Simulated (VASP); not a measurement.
# CuH2 (Pnnm) in VASP: a series of runs

CuH2 is run at these levels: PBE; tasks: single point.

All numbers are computed with VASP 6.6.1; they aren't measurements. Logs are shortened: lines on timing, memory, paths and dates and some standing lists are left out, and cuts for length are marked.

### 1 The cell of the first run

The structure is orthorhombic, space group Pnnm (No. 58). The conventional cell has a = 4.863 Å, b = 5.228 Å, c = 2.385 Å, α = 90.00°, β = 90.00°, γ = 90.00°. Within 2.2 Å of Cu (site symmetry 2/m) lie 4 H at 1.63 Å. H (site symmetry m) has 2 Cu at 1.63 Å within 2.2 Å.

### 2 Single point, PBE

INCAR reads:

```
PREC = Accurate
ENCUT = 520
EDIFF = 1E-6
ISMEAR = 0
SIGMA = 0.1
LREAL = False
LASPH = True
NELM = 100
ALGO = Normal
ISIF = 2
LWAVE = False
LCHARG = True
GGA = PE
LELF = True
LVHAR = True
NBANDS = 22
```

KPOINTS reads:

```
Automatic mesh
0
Gamma
  4 4 6
```

POSCAR reads:

```
CuH2
1.0
    4.8628382808      0.0000000000      0.0000000000
    0.0000000000      5.2282333722      0.0000000000
    0.0000000000      0.0000000000      2.3854580776
Cu H
2 4
Direct
    0.0000000000      0.0000000000      0.0000000000
    0.5000000000      0.5000000000      0.5000000000
    0.6712144174      0.6396384549      0.0000000000
    0.8287855826      0.1396384549      0.5000000000
    0.1712144174      0.8603615451      0.5000000000
    0.3287855826      0.3603615451      0.0000000000
```

Potentials or basis: VASP PAW PBE potentials, release 64 (Cu, H).

Started as:

```sh
$ cat potpaw_PBE.64/Cu/POTCAR potpaw_PBE.64/H/POTCAR > POTCAR
$ mpirun -np 1 vasp_std > vasp.out
```

OUTCAR:

```text
PREC = Accurate
   ENCUT = 520
   EDIFF = 1E-6
   ISMEAR = 0
   LREAL = False
   LASPH = True
   NELM = 100
   ISIF = 2
   GGA = PE

 ion  position               nearest neighbor table
   1  0.000  0.000  0.000-   4 1.63   5 1.63   4 1.63   5 1.63
   2  0.500  0.500  0.500-   3 1.63   6 1.63   3 1.63   6 1.63
   3  0.671  0.640  0.000-   2 1.63   2 1.63
   4  0.829  0.140  0.500-   1 1.63   1 1.63
   5  0.171  0.860  0.500-   1 1.63   1 1.63
   6  0.329  0.360  0.000-   2 1.63   2 1.63

  LATTYP: Found a simple orthorhombic cell.
 ALAT       =     2.3854580776
 B/A-ratio  =     2.0385343706
 C/A-ratio  =     2.1917104397

  Lattice vectors:

 A1 = (   0.0000000000,   0.0000000000,   2.3854580776)
 A2 = (   4.8628382808,   0.0000000000,   0.0000000000)
 A3 = (   0.0000000000,   5.2282333722,   0.0000000000)

Analysis of symmetry for initial positions (statically):
=====================================================================
 Subroutine PRICEL returns:
 Original cell was already a primitive cell.

 Routine SETGRP: Setting up the symmetry group for a
 simple orthorhombic supercell.

 Subroutine GETGRP returns: Found  8 space group operations
 (whereof  4 operations were pure point group operations)
 out of a pool of  8 trial point group operations.

The static configuration has the point symmetry C_2h.
 The point group associated with its full space group is D_2h.

Analysis of symmetry for dynamics (positions and initial velocities):
=====================================================================
 Subroutine PRICEL returns:
 Original cell was already a primitive cell.

 Routine SETGRP: Setting up the symmetry group for a
 simple orthorhombic supercell.

 Subroutine GETGRP returns: Found  8 space group operations
 (whereof  4 operations were pure point group operations)
 out of a pool of  8 trial point group operations.

The dynamic configuration has the point symmetry C_2h.
 The point group associated with its full space group is D_2h.

 Subroutine INISYM returns: Found  8 space group operations
 (whereof  4 operations are pure point group operations),
 and found     1 'primitive' translations

----------------------------------------------------------------------------------------

                                     Primitive cell

  volume of cell :      60.6480

  direct lattice vectors                    reciprocal lattice vectors
     4.862838281  0.000000000  0.000000000     0.205641221  0.000000000  0.000000000
     0.000000000  5.228233372  0.000000000     0.000000000  0.191269197  0.000000000
     0.000000000  0.000000000  2.385458078     0.000000000  0.000000000  0.419206696

  length of vectors
     4.862838281  5.228233372  2.385458078     0.205641221  0.191269197  0.419206696

  position of ions in fractional coordinates (direct lattice)
     0.000000000  0.000000000  0.000000000
     0.500000000  0.500000000  0.500000000
     0.671214417  0.639638455  0.000000000
     0.828785583  0.139638455  0.500000000
     0.171214417  0.860361545  0.500000000
     0.328785583  0.360361545  0.000000000

  ion indices of the primitive-cell ions
   primitive index   ion index
                 1           1
                 2           2
                 3           3
                 4           4
                 5           5
                 6           6

----------------------------------------------------------------------------------------

 KPOINTS: Automatic mesh

Automatic generation of k-mesh.
 Grid dimensions read from file:
 generate k-points for:    4    4    6

 Generating k-lattice:

  Cartesian coordinates                     Fractional coordinates (reciprocal lattice)
     0.051410305  0.000000000  0.000000000     0.250000000  0.000000000  0.000000000
     0.000000000  0.047817299  0.000000000     0.000000000  0.250000000  0.000000000
     0.000000000  0.000000000  0.069867783     0.000000000  0.000000000  0.166666667

  Length of vectors
     0.051410305  0.047817299  0.069867783

  Shift w.r.t. Gamma in fractional coordinates (k-lattice)
     0.000000000  0.000000000  0.000000000

 Subroutine IBZKPT returns following result:
 ===========================================

 Found     36 irreducible k-points:

 Following reciprocal coordinates:
            Coordinates               Weight
  0.000000  0.000000  0.000000      1.000000
  0.250000  0.000000  0.000000      2.000000
  0.500000  0.000000  0.000000      1.000000
  0.000000  0.250000  0.000000      2.000000
  0.250000  0.250000  0.000000      4.000000
  0.500000  0.250000  0.000000      2.000000
[... 16 lines left out ...]
  0.250000  0.250000  0.333333      8.000000
  0.500000  0.250000  0.333333      4.000000
 [... further k-points ...]
   k-points           NKPTS =     36   k-points in BZ     NKDIM =     36   number of bands    NBANDS=     22
   number of dos      NEDOS =    301   number of ions     NIONS =      6
   total plane-waves  NPLWV =  25920
   dimension x,y,z NGX =    36 NGY =   40 NGZ =   18
   dimension x,y,z NGXF=    72 NGYF=   80 NGZF=   36
   ions per type =               2   4
   NGX,Y,Z   is equivalent  to a cutoff of  12.31, 12.72, 12.54 a.u.
   NGXF,Y,Z  is equivalent  to a cutoff of  24.61, 25.44, 25.09 a.u.
 SYSTEM =  unknown system
   PREC   = accura    normal or accurate (medium, high low for compatibility)
   ISTART =      0    job   : 0-new  1-cont  2-samecut
   ICHARG =      2    charge: 1-file 2-atom 10-const
   ISPIN  =      1    spin polarized calculation?
   LNONCOLLINEAR =      F non collinear calculations
   LSORBIT =      F    spin-orbit coupling
   LASPH  =      T    aspherical Exc in radial PAW
   ENCUT  =  520.0 eV  38.22 Ry    6.18 a.u.   9.04  9.72  4.44*2*pi/ulx,y,z
   NELM   =    100;   NELMIN=  2; NELMDL= -5     # of ELM steps
   EDIFF  = 0.1E-05   stopping-criterion for ELM
   LREAL  =      F    real-space projection
   EDIFFG = 0.1E-04   stopping-criterion for IOM
   NSW    =      0    number of steps for IOM
   IBRION =     -1    ionic relax: 0-MD 1-quasi-New 2-CG
   NFREE  =      0    steps in history (QN), initial steepest desc. (CG)
   ISIF   =      2    stress and relaxation
   ISYM   =      2    0-nonsym 1-usesym 2-fastsym
   POTIM  = 0.5000    time-step for ionic-motion
   TEBEG  =    0.0;   TEEND  =   0.0 temperature during run
   PSTRESS=    0.0 pullay stress
   NELECT =      26.0000    total number of electrons
   NUPDOWN=      -1.0000    fix difference up-down
   EMIN   =  10.00;   EMAX   =-10.00  energy-range for DOS
   EFERMI =   0.00;   METHOD = LEGACY
   ISMEAR =     0;   SIGMA  =   0.10  broadening in eV -4-tet -1-fermi 0-gaus
   EFERMI_NEDOS =   21; number of points for ismear=-14 and -15
   IALGO  =     38    algorithm
   IMIX   =      4    mixing-type and parameters
     AMIX     =   0.40;   BMIX     =  1.00
     AMIX_MAG =   1.60;   BMIX_MAG =  1.00
  volume/ion in A,a.u.               =      10.11        68.21
  Fermi-wavevector in a.u.,A,eV,Ry     =   1.234413  2.332702 20.732217  1.523775
  Thomas-Fermi vector in A             =   2.369104
   LORBIT       =      0    0 simple, 1 ext, 2 COOP (PROOUT), +10 PAW based schemes
   GGA     = PE    functional components
   LHFCALC =     F    Hartree Fock is set to
   AEXX    =    0.0000 exact exchange contribution
   IVDW    =     0    specifies the selected vdW correction
   LEPSILON=     F    determine dielectric tensor
   LRPA    =     F    only Hartree local field effects (RPA)
 non-spin polarized calculation
 Gauss-broadening in eV      SIGMA  =   0.10
  energy-cutoff  :      520.00
  volume of cell :       60.65
 maximum number of plane-waves:      1666
   NGX = 19   NGY = 19   NGZ =  9

 number of electron      26.0000025 magnetization

 Free energy of the ion-electron system (eV)
  ---------------------------------------------------
  ext. energy  EPLUGINS =         0.00000000
  ---------------------------------------------------
  free energy    TOTEN  =       -19.40569647 eV

  energy without entropy =      -19.40569647  energy(sigma->0) =      -19.40569647

 E-fermi :   1.0812     XC(G=0):  -8.8921

 val. band max:        0.6212677229   @ k =   0.0000   0.5000   0.1667
 cond. band min:       1.7875466335   @ k =   0.5000   0.5000   0.3333
 fundamental gap:      1.1662789106
 Fermi energy:         1.0811989834

 k-point     1 :       0.0000    0.0000    0.0000
  band No.  band energies     occupation
      1      -7.6856      2.00000
      2      -5.8171      2.00000
      3      -2.7782      2.00000
      4      -2.7239      2.00000
      5      -2.5629      2.00000
      6      -2.5499      2.00000
[... 14 lines left out ...]
     21      16.3232      0.00000
     22      18.7645      0.00000

 k-point     2 :       0.2500    0.0000    0.0000
  band No.  band energies     occupation
      1      -7.4318      2.00000
      2      -6.0835      2.00000
      3      -3.0266      2.00000
      4      -2.9480      2.00000
      5      -2.5951      2.00000
      6      -2.5336      2.00000
[... 14 lines left out ...]
     21      16.6567      0.00000
     22      16.8452      0.00000

 k-point     3 :       0.5000    0.0000    0.0000
  band No.  band energies     occupation
      1      -6.7744      2.00000
      2      -6.7744      2.00000
      3      -3.1731      2.00000
      4      -3.1731      2.00000
      5      -2.5498      2.00000
      6      -2.5498      2.00000
[... 14 lines left out ...]
     21      15.9863      0.00000
     22      15.9863      0.00000

 k-point     4 :       0.0000    0.2500    0.0000
  band No.  band energies     occupation
      1      -7.4596      2.00000
      2      -6.1444      2.00000
      3      -2.9319      2.00000
      4      -2.9122      2.00000
      5      -2.5472      2.00000
      6      -2.5463      2.00000
[... 14 lines left out ...]
     21      14.8125      0.00000
     22      18.3518      0.00000

 k-point     5 :       0.2500    0.2500    0.0000
  band No.  band energies     occupation
      1      -7.2406      2.00000
      2      -6.2720      2.00000
      3      -3.1074      2.00000
      4      -2.9745      2.00000
      5      -2.6353      2.00000
      6      -2.5439      2.00000
[... 14 lines left out ...]
     21      14.5758      0.00000
     22      16.6532      0.00000

 k-point     6 :       0.5000    0.2500    0.0000
  band No.  band energies     occupation
      1      -6.7162      2.00000
      2      -6.7162      2.00000
      3      -3.1960      2.00000
      4      -3.1960      2.00000
      5      -2.5823      2.00000
      6      -2.5823      2.00000
[... 14 lines left out ...]
     21      15.4370      0.00000
     22      15.4370      0.00000

 k-point     7 :       0.0000    0.5000    0.0000
  band No.  band energies     occupation
      1      -6.8545      2.00000
      2      -6.8545      2.00000
      3      -3.0383      2.00000
      4      -3.0383      2.00000
      5      -2.5429      2.00000
      6      -2.5429      2.00000
[... 324 lines left out ...]
      6      -1.9951      2.00000
[... 14 lines left out ...]
     21      12.0269      0.00000
     22      13.2286      0.00000

 k-point    21 :       0.5000    0.0000    0.3333
  band No.  band energies     occupation
      1      -4.5579      2.00000
      2      -4.5579      2.00000
      3      -3.8514      2.00000
      4      -3.8514      2.00000
      5      -2.0096      2.00000
      6      -2.0096      2.00000
[... 14 lines left out ...]
     21      14.1109      0.00000
     22      14.1109      0.00000

 k-point    22 :       0.0000    0.2500    0.3333
  band No.  band energies     occupation
      1      -4.7534      2.00000
      2      -4.4130      2.00000
      3      -4.2482      2.00000
      4      -3.5080      2.00000
      5      -2.0055      2.00000
      6      -1.9797      2.00000
[... 14 lines left out ...]
     21      11.5837      0.00000
     22      13.0154      0.00000

 k-point    23 :       0.2500    0.2500    0.3333
  band No.  band energies     occupation
      1      -4.6609      2.00000
      2      -4.3947      2.00000
      3      -4.2021      2.00000
      4      -3.5995      2.00000
      5      -2.0071      2.00000
      6      -1.9918      2.00000
[... 14 lines left out ...]
     21      11.8699      0.00000
     22      12.2941      0.00000

 k-point    24 :       0.5000    0.2500    0.3333
  band No.  band energies     occupation
      1      -4.5017      2.00000
      2      -4.5017      2.00000
      3      -3.8944      2.00000
      4      -3.8944      2.00000
      5      -2.0067      2.00000
      6      -2.0067      2.00000
[... 14 lines left out ...]
     21      13.9882      0.00000
     22      13.9882      0.00000

 [... further k-points ...]
[... 5 lines left out ...]
  --------------------------------------------------------------------------------------
  -------------------------------------------------------------------------------------
  Total       -0.0549006     -0.1676607      0.0467384      0.0000000      0.0000000      0.0000000
  in kB       -1.4503444     -4.4292007      1.2347190      0.0000000      0.0000000      0.0000000
  external PRESSURE =      -1.5482753 kB  Pullay stress =       0.0000000 kB

 VOLUME and BASIS-vectors are now :
 -----------------------------------------------------------------------------
  energy-cutoff  :      520.00
  volume of cell :       60.65
      direct lattice vectors                 reciprocal lattice vectors
     4.862838281  0.000000000  0.000000000     0.205641221  0.000000000  0.000000000
     0.000000000  5.228233372  0.000000000     0.000000000  0.191269197  0.000000000
     0.000000000  0.000000000  2.385458078     0.000000000  0.000000000  0.419206696

 POSITION                                       TOTAL-FORCE (eV/Angst)
 -----------------------------------------------------------------------------------
      0.00000      0.00000      0.00000        -0.000000      0.000000      0.000000
      2.43142      2.61412      1.19273        -0.000000      0.000000      0.000000
      3.26401      3.34418      0.00000         0.007987      0.007324      0.000000
      4.03025      0.73006      1.19273        -0.007987      0.007324     -0.000000
      0.83259      4.49817      1.19273         0.007987     -0.007324      0.000000
      1.59883      1.88405      0.00000        -0.007987     -0.007324     -0.000000
 -----------------------------------------------------------------------------------
    total drift:                                0.000000      0.000000      0.000000

  FREE ENERGIE OF THE ION-ELECTRON SYSTEM (eV)
  ---------------------------------------------------
  free  energy   TOTEN  =       -19.4056964702 eV

  energy  without entropy=      -19.4056964702  energy(sigma->0) =      -19.40569647
```

It took 19 s on 1 thread of Intel Xeon Platinum 8488C (Sapphire Rapids), shared host; peak memory 0.18 GiB.

Results:

* Free energy: -19.4057 eV
* Pressure: -0.2 GPa
* Largest force: 0.011 eV/Å
* Band gap on the k mesh: zero (band 13 reaches 4.44 eV, above the bottom of band 14 at -0.91 eV)

Forces on the atoms (eV/Å):
```
Cu   0.000  0.000  0.000
Cu   0.000  0.000  0.000
H    0.008  0.007  0.000
H   -0.008  0.007  0.000
H    0.008 -0.007  0.000
H   -0.008 -0.007  0.000
```

Levels at points of the mesh, in eV from the Fermi level:
```csv
k point,band 10,band 11,band 12,band 13,band 14,band 15,band 16,band 17
"(0.00, 0.00, 0.00)",-2.55,-2.51,-1.99,-1.99,-1.67,4.06,5.08,5.19
"(0.50, 0.00, 0.00)",-2.55,-1.99,-1.99,-1.58,-1.58,2.69,2.69,8.81
"(0.00, 0.50, 0.00)",-2.55,-1.99,-1.99,-1.60,-1.60,3.20,3.20,8.22
"(0.50, 0.50, 0.00)",-2.55,-2.24,-2.24,-1.99,-1.99,4.44,4.44,8.73
"(0.00, 0.00, 0.50)",-2.41,-1.84,-1.84,3.36,3.36,4.74,4.74,7.58
"(0.50, 0.00, 0.50)",-2.40,-2.07,-2.07,2.73,2.73,5.84,5.84,6.98
"(0.00, 0.50, 0.50)",-2.40,-2.07,-2.07,2.78,2.78,5.66,5.66,7.49
"(0.50, 0.50, 0.50)",-2.39,-1.91,-1.91,2.93,2.93,4.40,4.40,6.12
```

Caveat: the k points lie up to 0.44 Å⁻¹ apart.

### 3 Single point, PBE

This run uses another cell than the first one, of 15.06 Å³/atom, 1.490 times its volume.

INCAR reads:

```
ALGO = Normal ; EDIFF = 1E-7
ENCUT = 520 ; GGA = PE
ISIF = 2 ; ISMEAR = 0
LASPH = T ; LCHARG = F
LREAL = F ; LWAVE = F
NBANDS = 22 ; NELM = 100
PREC = Accurate ; SIGMA = 0.1
```

KPOINTS reads:

```
k-points
0
Gamma
  4 4 6
```

POSCAR reads:

```
CuH2
1.0
    5.0046043200      0.0000000000      0.0000000000
    0.0000000000      5.5924057700      0.0000000000
    0.0000000000      0.0000000000      3.2287769800
Cu H
2 4
Direct
    0.0000000000      0.0000000000      0.0000000000
    0.5000000000      0.5000000000      0.5000000000
    0.7500000000      0.6666666700      0.0000000000
    0.7500000000      0.1666666700      0.5000000000
    0.2500000000      0.8333333300      0.5000000000
    0.2500000000      0.3333333300      0.0000000000
```

Potentials or basis: VASP PAW PBE potentials, release 64 (Cu, H).

Started as:

```sh
$ cat potpaw_PBE.64/Cu/POTCAR potpaw_PBE.64/H/POTCAR > POTCAR
$ mpirun -np 1 vasp_std > vasp.out
```

Wall time 47 s (1 thread of Intel Xeon Platinum 8488C (Sapphire Rapids), shared host); peak memory 0.22 GiB.

Results (log left out):

```
Free energy            : -14.4105 eV
Pressure               : -16.4 GPa
Largest force          : 0.589 eV/Å
Band gap on the k mesh : zero (band 13 reaches -0.68 eV, above the bottom of band 14 at -2.73 eV)
```

Forces in eV/Å, atoms in the order of the input:
```
Cu   0.000  0.000  0.000
Cu   0.000  0.000  0.000
H   -0.579 -0.106  0.000
H    0.579 -0.106  0.000
H   -0.579  0.106  0.000
H    0.579  0.106  0.000
```

Stress tensor (GPa, compression positive):
```
-13.76   0.00   0.00
  0.00 -14.92   0.00
  0.00   0.00 -20.55
```

Levels at points of the mesh, in eV from the Fermi level:
```csv
k point,band 11,band 12,band 13,band 14,band 15,band 16
"(0.00, 0.00, 0.00)",-1.66,-1.65,-1.58,-0.30,2.58,5.82
"(0.50, 0.00, 0.00)",-1.67,-1.67,-0.34,-0.34,3.11,3.11
"(0.00, 0.50, 0.00)",-1.67,-1.67,-0.12,-0.12,3.65,3.65
"(0.50, 0.50, 0.00)",-1.66,-1.66,-1.47,-1.47,5.76,5.76
"(0.00, 0.00, 0.50)",-1.26,-1.26,0.58,0.58,3.03,3.03
"(0.50, 0.00, 0.50)",-1.65,-1.65,-0.01,-0.01,3.87,3.87
"(0.00, 0.50, 0.50)",-1.65,-1.65,0.08,0.08,3.65,3.65
"(0.50, 0.50, 0.50)",-0.94,-0.94,0.18,0.18,1.97,1.97
```
